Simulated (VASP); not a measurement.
# Al3BAs4 (P-43m) in VASP: single point with PBE

Aim: the single point of Al3BAs4 with PBE.

Everything below comes from runs of VASP 6.6.1. Logs are shortened: lines on timing, memory, paths and dates and some standing lists are left out, and cuts for length are marked.

**1. The cell of the first run**

Symmetry: P-43m, No. 215, cubic system. Conventional cell: a = 5.468 Å, b = 5.468 Å, c = 5.468 Å, α = 90.00°, β = 90.00°, γ = 90.00°. B (site symmetry -43m) has 4 As at 2.17 Å within 2.9 Å. As (site symmetry 3m) has 1 B at 2.17 Å and 3 Al at 2.44 Å within 2.9 Å. Al (site symmetry -42m) has 4 As at 2.44 Å within 3.2 Å.

**2. Single point, PBE, non-collinear spin, zero start, spin-orbit coupling**

The input, INCAR:

```
SYSTEM = Al3BAs4
ALGO     = Normal         ! electronic algorithm
EDIFF    = 1E-6           ! SCF threshold, eV
ENCUT    = 500            ! plane-wave cutoff, eV
GGA      = PE             ! functional
GGA_COMPAT= .False.      
ISIF     = 2              ! what is computed and relaxed
ISMEAR   = -1             ! smearing method
LASPH    = .True.         ! aspherical terms in the spheres
LCHARG   = .False.        ! write CHGCAR
LORBIT   = 11             ! projections on sites
LORBMOM  = .True.       
LREAL    = .False.        ! projectors in reciprocal space
LSORBIT  = .True.         ! spin-orbit coupling
LWAVE    = .False.        ! write WAVECAR
MAGMOM   = 0 0 0 0 0 0 0 0 0 0 0 0 0 0 0 0 0 0 0 0 0 0 0 0 ! initial moments
NBANDS   = 50             ! bands
NELM     = 200            ! most SCF steps
PREC     = Accurate       ! precision mode
SIGMA    = 0.02           ! smearing width, eV
```

The input, KPOINTS:

```
k-points
0
Gamma
  6 6 6
  0 0 0
```

The input, POSCAR:

```
Al3BAs4
1.0
    5.4679433241      0.0000000000      0.0000000000
    0.0000000000      5.4679433241      0.0000000000
    0.0000000000      0.0000000000      5.4679433241
B As Al
1 4 3
Direct
    0.0000000000      0.0000000000      0.0000000000
    0.2286286198      0.2286286198      0.2286286198
    0.7713713802      0.7713713802      0.2286286198
    0.7713713802      0.2286286198      0.7713713802
    0.2286286198      0.7713713802      0.7713713802
    0.5000000000      0.5000000000      0.0000000000
    0.5000000000      0.0000000000      0.5000000000
    0.0000000000      0.5000000000      0.5000000000
```

Potentials or basis: VASP PAW PBE potentials, release 64 (B, As, Al).

The run is started by

```
$ cat potpaw_PBE.64/B/POTCAR potpaw_PBE.64/As/POTCAR potpaw_PBE.64/Al/POTCAR > POTCAR
$ mpirun -np 1 vasp_ncl > vasp.out
```

OUTCAR:

```text
SYSTEM = Al3BAs4
   EDIFF = 1E-6
   ENCUT = 500
   GGA = PE
   ISIF = 2
   ISMEAR = -1
   LASPH = .True.
   LORBIT = 11
   LREAL = .False.
   LSORBIT = .True.
   NELM = 200
   PREC = Accurate

 ion  position               nearest neighbor table
   1  0.000  0.000  0.000-   2 2.17   3 2.17   4 2.17   5 2.17
   2  0.229  0.229  0.229-   1 2.17   6 2.44   7 2.44   8 2.44
   3  0.771  0.771  0.229-   1 2.17   6 2.44   7 2.44   8 2.44
   4  0.771  0.229  0.771-   1 2.17   6 2.44   7 2.44   8 2.44
   5  0.229  0.771  0.771-   1 2.17   6 2.44   7 2.44   8 2.44
   6  0.500  0.500  0.000-   2 2.44   3 2.44   4 2.44   5 2.44
   7  0.500  0.000  0.500-   2 2.44   3 2.44   4 2.44   5 2.44
   8  0.000  0.500  0.500-   2 2.44   3 2.44   4 2.44   5 2.44

  LATTYP: Found a simple cubic cell.
 ALAT       =     5.4679433241

  Lattice vectors:

 A1 = (   5.4679433241,   0.0000000000,   0.0000000000)
 A2 = (   0.0000000000,   5.4679433241,   0.0000000000)
 A3 = (   0.0000000000,   0.0000000000,   5.4679433241)

Analysis of symmetry for initial positions (statically):
=====================================================================
 Subroutine PRICEL returns:
 Original cell was already a primitive cell.

 Routine SETGRP: Setting up the symmetry group for a
 simple cubic supercell.

 Subroutine GETGRP returns: Found 24 space group operations
 (whereof 24 operations were pure point group operations)
 out of a pool of 48 trial point group operations.

The static configuration has the point symmetry T_d .

Analysis of symmetry for dynamics (positions and initial velocities):
=====================================================================
 Subroutine PRICEL returns:
 Original cell was already a primitive cell.

 Routine SETGRP: Setting up the symmetry group for a
 simple cubic supercell.

 Subroutine GETGRP returns: Found 24 space group operations
 (whereof 24 operations were pure point group operations)
 out of a pool of 48 trial point group operations.

The dynamic configuration has the point symmetry T_d .

Analysis of structural, dynamic, and magnetic symmetry:
=====================================================================
 Subroutine PRICEL returns:
 Original cell was already a primitive cell.

 Routine SETGRP: Setting up the symmetry group for a
 simple cubic supercell.

 Subroutine GETGRP returns: Found 24 space group operations
 (whereof 24 operations were pure point group operations)
 out of a pool of 48 trial point group operations.

The overall configuration has the point symmetry T_d .

 Subroutine INISYM returns: Found 24 space group operations
 (whereof 24 operations are pure point group operations),
 and found     1 'primitive' translations

----------------------------------------------------------------------------------------

                                     Primitive cell

  volume of cell :     163.4828

  direct lattice vectors                    reciprocal lattice vectors
     5.467943324  0.000000000  0.000000000     0.182884119  0.000000000  0.000000000
     0.000000000  5.467943324  0.000000000     0.000000000  0.182884119  0.000000000
     0.000000000  0.000000000  5.467943324     0.000000000  0.000000000  0.182884119

  length of vectors
     5.467943324  5.467943324  5.467943324     0.182884119  0.182884119  0.182884119

  position of ions in fractional coordinates (direct lattice)
     0.000000000  0.000000000  0.000000000
     0.228628620  0.228628620  0.228628620
     0.771371380  0.771371380  0.228628620
     0.771371380  0.228628620  0.771371380
     0.228628620  0.771371380  0.771371380
     0.500000000  0.500000000  0.000000000
     0.500000000  0.000000000  0.500000000
     0.000000000  0.500000000  0.500000000

  ion indices of the primitive-cell ions
   primitive index   ion index
                 1           1
                 2           2
                 3           3
                 4           4
                 5           5
                 6           6
                 7           7
                 8           8

----------------------------------------------------------------------------------------

 KPOINTS: k-points

Automatic generation of k-mesh.
[... 113 lines left out ...]
  free energy    TOTEN  =       -38.53676713 eV

  energy without entropy =      -38.53676708  energy(sigma->0) =      -38.53676711

 E-fermi :   4.7801     XC(G=0):  -9.3335

 val. band max:        4.5333476405   @ k =   0.0000   0.0000   0.0000
 cond. band min:       5.0128852296   @ k =   0.5000   0.5000   0.5000
 fundamental gap:      0.4795375891
 Fermi energy:         4.7800813345

 k-point     1 :       0.0000    0.0000    0.0000
  band No.  band energies     occupation
      1      -8.3236      1.00000
      2      -8.3236      1.00000
      3      -5.8227      1.00000
      4      -5.8227      1.00000
      5      -5.8227      1.00000
      6      -5.8227      1.00000
[... 1117 lines left out ...]
     43       8.4821      0.00000
     44       8.4821      0.00000
 [bands above 44 left out]

------------------------ aborting loop because EDIFF is reached ----------------------------------------

  FORCE on cell =-STRESS in cart. coord.  units (eV):
  Direction    XX          YY          ZZ          XY          YZ          ZX
  --------------------------------------------------------------------------------------
  -------------------------------------------------------------------------------------
  Total        2.1319172      2.1319172      2.1319172      0.0000000     -0.0000000     -0.0000000
  in kB       20.8933898     20.8933898     20.8933898      0.0000000     -0.0000000     -0.0000000
  external PRESSURE =      20.8933898 kB  Pullay stress =       0.0000000 kB

 VOLUME and BASIS-vectors are now :
 -----------------------------------------------------------------------------
  energy-cutoff  :      500.00
  volume of cell :      163.48
      direct lattice vectors                 reciprocal lattice vectors
     5.467943324  0.000000000  0.000000000     0.182884119  0.000000000  0.000000000
     0.000000000  5.467943324  0.000000000     0.000000000  0.182884119  0.000000000
     0.000000000  0.000000000  5.467943324     0.000000000  0.000000000  0.182884119

 POSITION                                       TOTAL-FORCE (eV/Angst)
 -----------------------------------------------------------------------------------
      0.00000      0.00000      0.00000        -0.000000      0.000000      0.000000
      1.25013      1.25013      1.25013        -0.070928     -0.070928     -0.070928
      4.21781      4.21781      1.25013         0.070928      0.070928     -0.070928
      4.21781      1.25013      4.21781         0.070928     -0.070928      0.070928
      1.25013      4.21781      4.21781        -0.070928      0.070928      0.070928
      2.73397      2.73397      0.00000        -0.000000      0.000000     -0.000000
      2.73397      0.00000      2.73397        -0.000000      0.000000     -0.000000
      0.00000      2.73397      2.73397        -0.000000      0.000000     -0.000000
 -----------------------------------------------------------------------------------
    total drift:                                0.000000      0.000000      0.000000

  FREE ENERGIE OF THE ION-ELECTRON SYSTEM (eV)
  ---------------------------------------------------
  free  energy   TOTEN  =       -38.5367671262 eV

  energy  without entropy=      -38.5367670838  energy(sigma->0) =      -38.53676711

 orbital moment (x)

 # of ion     p       d       tot
 ----------------------------------------
  1        -0.000   0.000  -0.000
  2        -0.000  -0.000  -0.000
  3        -0.000  -0.000  -0.000
  4        -0.000   0.000   0.000
  5        -0.000  -0.000  -0.000
  6        -0.000   0.000  -0.000
  7        -0.000   0.000  -0.000
  8         0.000   0.000   0.000
 ----------------------------------------
           -0.000  -0.000  -0.000

 orbital moment (y)

 # of ion     p       d       tot
 ----------------------------------------
  1         0.000   0.000   0.000
  2        -0.000   0.000  -0.000
  3         0.000  -0.000   0.000
  4        -0.000   0.000  -0.000
  5        -0.000  -0.000  -0.000
  6         0.000   0.000   0.000
  7        -0.000   0.000  -0.000
  8        -0.000   0.000  -0.000
 ----------------------------------------
           -0.000   0.000  -0.000

 orbital moment (z)

 # of ion     p       d       tot
 ----------------------------------------
  1        -0.000   0.000  -0.000
  2         0.000  -0.000   0.000
  3         0.000  -0.000  -0.000
  4         0.000   0.000   0.000
  5        -0.000  -0.000  -0.000
  6         0.000   0.000   0.000
  7         0.000   0.000   0.000
  8         0.000   0.000   0.000
 ----------------------------------------
           -0.000  -0.000  -0.000

 Spin-Orbit-Coupling matrix elements

 Ion:    1  E_soc:     -0.0000134
 l=   1
     0.0000000    -0.0000022    -0.0000022
    -0.0000022     0.0000000    -0.0000022
    -0.0000022    -0.0000022     0.0000000
 l=   2
     0.0000000     0.0000000     0.0000000     0.0000000     0.0000000
     0.0000000     0.0000000     0.0000000     0.0000000     0.0000000
     0.0000000     0.0000000     0.0000000     0.0000000     0.0000000
     0.0000000     0.0000000     0.0000000     0.0000000     0.0000000
     0.0000000     0.0000000     0.0000000     0.0000000     0.0000000
 l=   3
     0.0000000     0.0000000     0.0000000     0.0000000     0.0000000     0.0000000     0.0000000
     0.0000000     0.0000000     0.0000000     0.0000000     0.0000000     0.0000000     0.0000000
     0.0000000     0.0000000     0.0000000     0.0000000     0.0000000     0.0000000     0.0000000
     0.0000000     0.0000000     0.0000000     0.0000000     0.0000000     0.0000000     0.0000000
[... 129 lines left out ...]
 l=   2
     0.0000000     0.0000000     0.0000000     0.0000000     0.0000000
     0.0000000     0.0000000     0.0000000     0.0000000     0.0000000
     0.0000000     0.0000000     0.0000000     0.0000000     0.0000000
     0.0000000     0.0000000     0.0000000     0.0000000     0.0000000
     0.0000000     0.0000000     0.0000000     0.0000000     0.0000000
 l=   3
     0.0000000     0.0000000     0.0000000     0.0000000     0.0000000     0.0000000     0.0000000
     0.0000000     0.0000000     0.0000000     0.0000000     0.0000000     0.0000000     0.0000000
     0.0000000     0.0000000     0.0000000     0.0000000     0.0000000     0.0000000     0.0000000
     0.0000000     0.0000000     0.0000000     0.0000000     0.0000000     0.0000000     0.0000000
     0.0000000     0.0000000     0.0000000     0.0000000     0.0000000     0.0000000     0.0000000
     0.0000000     0.0000000     0.0000000     0.0000000     0.0000000     0.0000000     0.0000000
     0.0000000     0.0000000     0.0000000     0.0000000     0.0000000     0.0000000     0.0000000

 total charge

# of ion       s       p       d       tot
------------------------------------------
    1        0.645   0.979   0.000   1.624
    2        1.191   1.664   0.035   2.890
    3        1.191   1.664   0.035   2.890
    4        1.191   1.664   0.035   2.890
    5        1.191   1.664   0.035   2.890
    6        0.409   0.384   0.000   0.793
    7        0.409   0.384   0.000   0.793
    8        0.409   0.384   0.000   0.793
--------------------------------------------------
tot          6.635   8.786   0.141  15.561

 magnetization (x)

# of ion       s       p       d       tot
------------------------------------------
    1        0.000   0.000   0.000   0.000
    2       -0.000  -0.000   0.000  -0.000
    3       -0.000   0.000   0.000  -0.000
    4        0.000   0.000   0.000   0.000
    5       -0.000   0.000   0.000  -0.000
    6       -0.000   0.000   0.000  -0.000
    7        0.000   0.000   0.000   0.000
    8        0.000   0.000   0.000   0.000
--------------------------------------------------
tot         -0.000  -0.000   0.000  -0.000

 magnetization (y)

# of ion       s       p       d       tot
------------------------------------------
    1        0.000   0.000   0.000   0.000
    2       -0.000  -0.000   0.000  -0.000
    3       -0.000   0.000   0.000  -0.000
    4       -0.000   0.000   0.000  -0.000
    5       -0.000   0.000  -0.000  -0.000
    6       -0.000   0.000   0.000  -0.000
    7        0.000   0.000   0.000   0.000
    8        0.000   0.000   0.000   0.000
--------------------------------------------------
tot         -0.000   0.000  -0.000  -0.000

 magnetization (z)

# of ion       s       p       d       tot
------------------------------------------
    1       -0.000   0.000   0.000   0.000
    2        0.000   0.000   0.000   0.000
    3        0.000   0.000   0.000   0.000
    4        0.000  -0.000   0.000  -0.000
    5        0.000  -0.000   0.000  -0.000
    6       -0.000   0.000   0.000   0.000
    7       -0.000  -0.000   0.000  -0.000
    8        0.000   0.000   0.000   0.000
--------------------------------------------------
tot         -0.000   0.000   0.000  -0.000
```

Run time: 6.7 min. Hardware: 1 thread of Intel Xeon 8259CL, shared host; peak memory 0.65 GiB.

What came out:

```
Free energy                                           : -38.5368 eV
Pressure                                              : 2.1 GPa
Largest force                                         : 0.123 eV/Å
Net moment                                            : 0.00 μB per cell
Valence electrons inside the program's atomic spheres : B 1.62; As 2.89; Al 0.79
```

Forces on the atoms (eV/Å):
```
B    0.000  0.000  0.000
As  -0.071 -0.071 -0.071
As   0.071  0.071 -0.071
As   0.071 -0.071  0.071
As  -0.071  0.071  0.071
Al   0.000  0.000  0.000
Al   0.000  0.000  0.000
Al   0.000  0.000  0.000
```

Moments on the atoms (μB; x, y, z):
```
B   0.00 0.00 0.00
As  0.00 0.00 0.00
As  0.00 0.00 0.00
As  0.00 0.00 0.00
As  0.00 0.00 0.00
Al  0.00 0.00 0.00
Al  0.00 0.00 0.00
Al  0.00 0.00 0.00
```
